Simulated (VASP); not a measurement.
# TiH4 (Im-3m) in VASP: further runs

The runs below take TiH4 through single point, relaxation of cell and atoms, with PBE.

Everything below comes from runs of VASP 6.6.1. Logs are shortened: lines on timing, memory, paths and dates and some standing lists are left out, and cuts for length are marked.

### 1 The cell of the first run

It takes space group Im-3m (No. 229, cubic). Conventional cell: a = 4.250 Å, b = 4.250 Å, c = 4.250 Å, α = 90.00°, β = 90.00°, γ = 90.00°. Ti (site symmetry m-3m) has 8 H at 1.84 Å within 2.4 Å. Within 2.4 Å of H (site symmetry -3m) lie 2 Ti at 1.84 Å and 6 H at 2.13 Å.

### 2 Single point, PBE

Input file INCAR:

```
SYSTEM = TiH4
  PREC = Accurate
  ENCUT = 520
  EDIFF = 1E-7
  ISMEAR = 0
  SIGMA = 0.1
  LREAL = .False.
  LASPH = .True.
  NELM = 60
  ALGO = Normal
  ISIF = 2
  LWAVE = .False.
  LCHARG = .False.
  GGA = PE
  NBANDS = 16
```

Input file KPOINTS:

```
regular mesh
0
Gamma
  6 6 6
  0 0 0
```

Input file POSCAR:

```
TiH4
1.0
   -2.1251844218      2.1251844218      2.1251844218
    2.1251844218     -2.1251844218      2.1251844218
    2.1251844218      2.1251844218     -2.1251844218
Ti H
1 4
Direct
    0.0000000000      0.0000000000      0.0000000000
    0.5000000000      0.5000000000      0.5000000000
    0.0000000000      0.0000000000      0.5000000000
    0.0000000000      0.5000000000      0.0000000000
    0.5000000000      0.0000000000      0.0000000000
```

Potentials or basis: VASP PAW PBE potentials, release 64 (Ti_sv, H).

Started as:

```console
cat potpaw_PBE.64/Ti_sv/POTCAR potpaw_PBE.64/H/POTCAR > POTCAR
mpirun -np 1 vasp_std > vasp.out
```

OUTCAR:

```text
SYSTEM = TiH4
   PREC = Accurate
   ENCUT = 520
   EDIFF = 1E-7
   ISMEAR = 0
   LREAL = .False.
   LASPH = .True.
   NELM = 60
   ISIF = 2
   GGA = PE

 ion  position               nearest neighbor table
   1  0.000  0.000  0.000-   2 1.84   3 1.84   4 1.84   5 1.84   3 1.84   4 1.84   5 1.84   2 1.84

   2  0.500  0.500  0.500-   1 1.84   1 1.84
   3  0.000  0.000  0.500-   1 1.84   1 1.84
   4  0.000  0.500  0.000-   1 1.84   1 1.84
   5  0.500  0.000  0.000-   1 1.84   1 1.84

  LATTYP: Found a body centered cubic cell.
 ALAT       =     4.2503688436

  Lattice vectors:

 A1 = (  -2.1251844218,   2.1251844218,   2.1251844218)
 A2 = (   2.1251844218,  -2.1251844218,   2.1251844218)
 A3 = (   2.1251844218,   2.1251844218,  -2.1251844218)

Analysis of symmetry for initial positions (statically):
=====================================================================
 Subroutine PRICEL returns:
 Original cell was already a primitive cell.

 Routine SETGRP: Setting up the symmetry group for a
 body centered cubic supercell.

 Subroutine GETGRP returns: Found 48 space group operations
 (whereof 48 operations were pure point group operations)
 out of a pool of 48 trial point group operations.

The static configuration has the point symmetry O_h .

Analysis of symmetry for dynamics (positions and initial velocities):
=====================================================================
 Subroutine PRICEL returns:
 Original cell was already a primitive cell.

 Routine SETGRP: Setting up the symmetry group for a
 body centered cubic supercell.

 Subroutine GETGRP returns: Found 48 space group operations
 (whereof 48 operations were pure point group operations)
 out of a pool of 48 trial point group operations.

The dynamic configuration has the point symmetry O_h .

 Subroutine INISYM returns: Found 48 space group operations
 (whereof 48 operations are pure point group operations),
 and found     1 'primitive' translations

----------------------------------------------------------------------------------------

                                     Primitive cell

  volume of cell :      38.3928

  direct lattice vectors                    reciprocal lattice vectors
    -2.125184422  2.125184422  2.125184422     0.000000000  0.235273699  0.235273699
     2.125184422 -2.125184422  2.125184422     0.235273699  0.000000000  0.235273699
     2.125184422  2.125184422 -2.125184422     0.235273699  0.235273699  0.000000000

  length of vectors
     3.680927394  3.680927394  3.680927394     0.332727256  0.332727256  0.332727256

  position of ions in fractional coordinates (direct lattice)
     0.000000000  0.000000000  0.000000000
     0.500000000  0.500000000  0.500000000
     0.000000000  0.000000000  0.500000000
     0.000000000  0.500000000  0.000000000
     0.500000000  0.000000000  0.000000000

  ion indices of the primitive-cell ions
   primitive index   ion index
                 1           1
                 2           2
                 3           3
                 4           4
                 5           5

----------------------------------------------------------------------------------------

 KPOINTS: regular mesh

Automatic generation of k-mesh.
 Grid dimensions read from file:
 generate k-points for:    6    6    6

 Generating k-lattice:

  Cartesian coordinates                     Fractional coordinates (reciprocal lattice)
     0.000000000  0.039212283  0.039212283     0.166666667  0.000000000  0.000000000
     0.039212283  0.000000000  0.039212283     0.000000000  0.166666667  0.000000000
     0.039212283  0.039212283  0.000000000     0.000000000  0.000000000  0.166666667

  Length of vectors
     0.055454543  0.055454543  0.055454543

  Shift w.r.t. Gamma in fractional coordinates (k-lattice)
     0.000000000  0.000000000  0.000000000

 Subroutine IBZKPT returns following result:
 ===========================================

 Found     16 irreducible k-points:

 Following reciprocal coordinates:
            Coordinates               Weight
  0.000000  0.000000  0.000000      1.000000
  0.166667  0.000000  0.000000     12.000000
  0.333333  0.000000  0.000000     12.000000
  0.500000  0.000000  0.000000      6.000000
  0.166667  0.166667  0.000000     24.000000
  0.333333  0.166667 -0.000000     48.000000
[... 8 lines left out ...]
  0.500000  0.500000  0.333333     12.000000
  0.500000  0.500000  0.500000      1.000000
   k-points           NKPTS =     16   k-points in BZ     NKDIM =     16   number of bands    NBANDS=     16
   number of dos      NEDOS =    301   number of ions     NIONS =      5
   total plane-waves  NPLWV =  21952
   dimension x,y,z NGX =    28 NGY =   28 NGZ =   28
   dimension x,y,z NGXF=    56 NGYF=   56 NGZF=   56
   ions per type =               1   4
   NGX,Y,Z   is equivalent  to a cutoff of  12.65, 12.65, 12.65 a.u.
   NGXF,Y,Z  is equivalent  to a cutoff of  25.29, 25.29, 25.29 a.u.
 SYSTEM =  TiH4
   PREC   = accura    normal or accurate (medium, high low for compatibility)
   ISTART =      0    job   : 0-new  1-cont  2-samecut
   ICHARG =      2    charge: 1-file 2-atom 10-const
   ISPIN  =      1    spin polarized calculation?
   LNONCOLLINEAR =      F non collinear calculations
   LSORBIT =      F    spin-orbit coupling
   LASPH  =      T    aspherical Exc in radial PAW
   ENCUT  =  520.0 eV  38.22 Ry    6.18 a.u.   6.84  6.84  6.84*2*pi/ulx,y,z
   NELM   =     60;   NELMIN=  2; NELMDL= -5     # of ELM steps
   EDIFF  = 0.1E-06   stopping-criterion for ELM
   LREAL  =      F    real-space projection
   EDIFFG = 0.1E-05   stopping-criterion for IOM
   NSW    =      0    number of steps for IOM
   IBRION =     -1    ionic relax: 0-MD 1-quasi-New 2-CG
   NFREE  =      0    steps in history (QN), initial steepest desc. (CG)
   ISIF   =      2    stress and relaxation
   ISYM   =      2    0-nonsym 1-usesym 2-fastsym
   POTIM  = 0.5000    time-step for ionic-motion
   TEBEG  =    0.0;   TEEND  =   0.0 temperature during run
   PSTRESS=    0.0 pullay stress
   NELECT =      16.0000    total number of electrons
   NUPDOWN=      -1.0000    fix difference up-down
   EMIN   =  10.00;   EMAX   =-10.00  energy-range for DOS
   EFERMI =   0.00;   METHOD = LEGACY
   ISMEAR =     0;   SIGMA  =   0.10  broadening in eV -4-tet -1-fermi 0-gaus
   EFERMI_NEDOS =   21; number of points for ismear=-14 and -15
   IALGO  =     38    algorithm
   IMIX   =      4    mixing-type and parameters
     AMIX     =   0.40;   BMIX     =  1.00
     AMIX_MAG =   1.60;   BMIX_MAG =  1.00
  volume/ion in A,a.u.               =       7.68        51.82
  Fermi-wavevector in a.u.,A,eV,Ry     =   1.222827  2.310807 20.344858  1.495305
  Thomas-Fermi vector in A             =   2.357959
   LORBIT       =      0    0 simple, 1 ext, 2 COOP (PROOUT), +10 PAW based schemes
   GGA     = PE    functional components
   LHFCALC =     F    Hartree Fock is set to
   AEXX    =    0.0000 exact exchange contribution
   IVDW    =     0    specifies the selected vdW correction
   LEPSILON=     F    determine dielectric tensor
   LRPA    =     F    only Hartree local field effects (RPA)
 non-spin polarized calculation
 Gauss-broadening in eV      SIGMA  =   0.10
  energy-cutoff  :      520.00
  volume of cell :       38.39
 maximum number of plane-waves:      1055
   NGX = 13   NGY = 13   NGZ = 13

 number of electron      16.0000000 magnetization

 Free energy of the ion-electron system (eV)
  ---------------------------------------------------
  ext. energy  EPLUGINS =         0.00000000
  ---------------------------------------------------
  free energy    TOTEN  =       -20.30626274 eV

  energy without entropy =      -20.30118234  energy(sigma->0) =      -20.30372254

 E-fermi :   2.7921     XC(G=0):  -9.6564

 val. band max:        2.7552929822   @ k =   0.5000   0.5000   0.3333
 cond. band min:       2.8241867302   @ k =   0.5000   0.0000   0.0000
 fundamental gap:      0.0688937480
 Fermi energy:         2.7920594334

 k-point     1 :       0.0000    0.0000    0.0000
  band No.  band energies     occupation
      1     -54.7830      2.00000
      2     -30.9685      2.00000
      3     -30.9685      2.00000
      4     -30.9685      2.00000
      5      -5.6566      2.00000
      6      -0.2442      2.00000
[... 8 lines left out ...]
     15      13.4334      0.00000
     16      13.4334      0.00000

 k-point     2 :       0.1667    0.0000    0.0000
  band No.  band energies     occupation
      1     -54.7816      2.00000
      2     -30.9860      2.00000
      3     -30.9757      2.00000
      4     -30.9682      2.00000
      5      -5.2061      2.00000
      6      -0.4008      2.00000
[... 8 lines left out ...]
     15      13.1964      0.00000
     16      14.4209      0.00000

 k-point     3 :       0.3333    0.0000    0.0000
  band No.  band energies     occupation
      1     -54.7789      2.00000
      2     -31.0207      2.00000
      3     -30.9901      2.00000
      4     -30.9676      2.00000
      5      -3.9847      2.00000
      6      -0.8597      2.00000
[... 8 lines left out ...]
     15      13.2068      0.00000
     16      14.2562      0.00000

 k-point     4 :       0.5000    0.0000    0.0000
  band No.  band energies     occupation
      1     -54.7775      2.00000
      2     -31.0380      2.00000
      3     -30.9972      2.00000
      4     -30.9674      2.00000
      5      -2.7829      2.00000
      6      -1.6990      2.00000
[... 8 lines left out ...]
     15      13.5929      0.00000
     16      13.7140      0.00000
[... 172 lines left out ...]
 k-point    14 :      -0.3333    0.3333    0.3333
  band No.  band energies     occupation
      1     -54.7751      2.00000
      2     -31.0170      2.00000
      3     -31.0128      2.00000
      4     -31.0128      2.00000
      5      -2.3515      2.00000
      6      -0.3481      2.00000
[... 8 lines left out ...]
     15      10.6857      0.00000
     16      12.3816      0.00000

 k-point    15 :       0.5000    0.5000    0.3333
  band No.  band energies     occupation
      1     -54.7738      2.00000
      2     -31.0305      2.00000
      3     -31.0203      2.00000
      4     -31.0129      2.00000
      5      -1.0907      2.00000
      6      -0.7441      2.00000
[... 8 lines left out ...]
     15      10.7858      0.00000
     16      10.8889      0.00000

 k-point    16 :       0.5000    0.5000    0.5000
  band No.  band energies     occupation
      1     -54.7726      2.00000
      2     -31.0280      2.00000
      3     -31.0280      2.00000
      4     -31.0280      2.00000
      5      -0.1668      2.00000
      6      -0.1668      2.00000
[... 8 lines left out ...]
     15      10.4525      0.00000
     16      10.4525      0.00000

------------------------ aborting loop because EDIFF is reached ----------------------------------------

  FORCE on cell =-STRESS in cart. coord.  units (eV):
  Direction    XX          YY          ZZ          XY          YZ          ZX
  --------------------------------------------------------------------------------------
  -------------------------------------------------------------------------------------
  Total        0.0322336      0.0322336      0.0322336      0.0000000      0.0000000      0.0000000
  in kB        1.3451444      1.3451444      1.3451444      0.0000000      0.0000000      0.0000000
  external PRESSURE =       1.3451444 kB  Pullay stress =       0.0000000 kB

 VOLUME and BASIS-vectors are now :
 -----------------------------------------------------------------------------
  energy-cutoff  :      520.00
  volume of cell :       38.39
      direct lattice vectors                 reciprocal lattice vectors
    -2.125184422  2.125184422  2.125184422     0.000000000  0.235273699  0.235273699
     2.125184422 -2.125184422  2.125184422     0.235273699  0.000000000  0.235273699
     2.125184422  2.125184422 -2.125184422     0.235273699  0.235273699  0.000000000

 POSITION                                       TOTAL-FORCE (eV/Angst)
 -----------------------------------------------------------------------------------
      0.00000      0.00000      0.00000         0.000000      0.000000      0.000000
      1.06259      1.06259      1.06259         0.000000     -0.000000      0.000000
      1.06259      1.06259     -1.06259        -0.000000      0.000000     -0.000000
      1.06259     -1.06259      1.06259         0.000000      0.000000      0.000000
     -1.06259      1.06259      1.06259        -0.000000     -0.000000     -0.000000
 -----------------------------------------------------------------------------------
    total drift:                               -0.000000     -0.000000     -0.000000

  FREE ENERGIE OF THE ION-ELECTRON SYSTEM (eV)
  ---------------------------------------------------
  free  energy   TOTEN  =       -20.3062627433 eV

  energy  without entropy=      -20.3011823389  energy(sigma->0) =      -20.30372254
```

Wall time 6.1 s (1 thread of Intel Xeon 6975P-C (Granite Rapids), shared host); peak memory 0.15 GiB.

Results:

```yaml
Free_energy: -20.3063 eV
Pressure: 0.1 GPa
Band_gap_on_the_k_mesh: zero (band 8 reaches 2.91 eV, above the bottom of band 9 at 2.03 eV)
```

### 3 Single point, PBE

This run uses another cell than the first one, of 9.15 Å³/atom, 1.192 times its volume.

Input file INCAR:

```
PREC     = Accurate       # precision mode
ENCUT    = 520            # plane-wave cutoff, eV
EDIFF    = 1E-7           # SCF threshold, eV
ISMEAR   = 0              # smearing method
SIGMA    = 0.1            # smearing width, eV
LREAL    = F              # projectors in reciprocal space
LASPH    = T              # aspherical terms in the spheres
NELM     = 80             # most SCF steps
ALGO     = Normal         # electronic algorithm
ISIF     = 2              # what is computed and relaxed
LWAVE    = F              # write WAVECAR
LCHARG   = F              # write CHGCAR
GGA      = PE             # functional
NBANDS   = 16             # bands
```

Input file KPOINTS:

```
regular mesh
0
Gamma
  6 6 6
```

POSCAR, as its differences from that of step 2:

```diff
@@ -2,5 +2,5 @@
 1.0
-   -2.1251844218      2.1251844218      2.1251844218
-    2.1251844218     -2.1251844218      2.1251844218
-    2.1251844218      2.1251844218     -2.1251844218
+   -2.2530479400      2.2530479400      2.2530479400
+    2.2530479400     -2.2530479400      2.2530479400
+    2.2530479400      2.2530479400     -2.2530479400
 Ti H
```

Potentials or basis: VASP PAW PBE potentials, release 64 (Ti_sv, H).

Started as:

```console
cat potpaw_PBE.64/Ti_sv/POTCAR potpaw_PBE.64/H/POTCAR > POTCAR
mpirun -np 1 vasp_std > vasp.out
```

Wall time 7.4 s (1 thread of Intel Xeon 6975P-C (Granite Rapids), shared host); peak memory 0.16 GiB.

The run converged. Its results:

```
Free energy            : -20.0494 eV
Pressure               : -10.2 GPa
Band gap on the k mesh : zero (band 8 reaches 1.51 eV, above the bottom of band 9 at 1.13 eV)
```

Levels at points of the mesh, in eV from the Fermi level:
```
           k point  band 5  band 6  band 7  band 8  band 9  band 10  band 11  band 12
(0.00, 0.00, 0.00)   -7.39   -2.60   -2.60   -2.60    0.97     0.97     6.10     6.10
(0.50, 0.00, 0.00)   -4.86   -3.92   -3.06   -0.10    0.66     0.85     0.94     1.47
(0.50, 0.50, 0.50)   -2.69   -2.69   -2.69   -0.39   -0.39     0.74     0.74     0.74
```

(Part 1 of 2 ends here.)
